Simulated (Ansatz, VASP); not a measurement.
**One calculation of LiH, two programs**

POSCAR

```
LiH
1.0
    0.0000000000      2.0100000000      2.0100000000
    2.0100000000      0.0000000000      2.0100000000
    2.0100000000      2.0100000000      0.0000000000
Li H
1 1
Direct
    0.0086171682      0.0086171682      0.0086171682
    0.5000000000      0.5000000000      0.5000000000
```

The input INCAR.step1:

```
SYSTEM = LiH
PREC = Accurate ; ENCUT = 520
EDIFF = 1E-5 ; ISMEAR = -1
SIGMA = 0.05 ; LREAL = .False.
LASPH = .True. ; NELM = 60
ALGO = Normal ; ISIF = 2
LWAVE = .True. ; LCHARG = .False.
GGA = PE ; NBANDS = 9
```

File INCAR.step2:

```
SYSTEM = LiH
PREC = Accurate ; ENCUT = 520
EDIFF = 1E-6 ; ISMEAR = -1
SIGMA = 0.05 ; LREAL = .False.
LASPH = .True. ; NELM = 60
ALGO = Normal ; ISIF = 2
LWAVE = .False. ; LCHARG = .False.
GGA = PE ; LHFCALC = .True.
HFSCREEN = 0.2079 ; PRECFOCK = Normal
ISTART = 1 ; NBANDS = 9
```

KPOINTS

```
Automatic mesh
0
Gamma
  4 4 4
  0 0 0
```

Input for Ansatz:

```yaml
crystal:
  lattice:
    - [0.0, 2.01, 2.01]
    - [2.01, 0.0, 2.01]
    - [2.01, 2.01, 0.0]
  atoms:
    - { symbol: Li, position: [0.0086171682, 0.0086171682, 0.0086171682] }
    - { symbol: H, position: [0.5, 0.5, 0.5] }
kpoints:
  mp_grid: { grid: [4, 4, 4] }
hamiltonian:
  xc: hse06
  pseudopotentials: { kind: paw }
scf:
  occupations: { method: fermi_dirac, width: 0.05 }
output:
  forces: true
  stress: true
  eigenvalues: true
```

Alike in both runs: task single point; functional HSE06; k mesh 4 × 4 × 4; occupations fermi-dirac, width 0.05 eV; no spin polarisation.

```csv
,VASP,Ansatz
version,VASP 6.6.1,Ansatz 0.2.0 development build
potentials or method,"VASP PAW PBE potentials, release 64 (Li_sv, H)","plane waves, PAW datasets (generated soft set 1)"
plane-wave cutoff (eV),520,420
valence electrons in the cell,4,4
```

```csv
,VASP,Ansatz,Ansatz less VASP
gap on the k mesh at the Fermi level (eV),4.03,4.02,-0.007
rms of the force components (eV/Å),0.035,0.034,-0.0003
```

Atom by atom the forces differ by 0.000 eV/Å (rms over components). Ansatz's warnings: stress exchange threshold loose, stress scf threshold loose.

The k mesh is coarse, so the values compare programs but aren't converged. Noted on VASP's run: the cutoff is short for stress, so the pressure is rough.
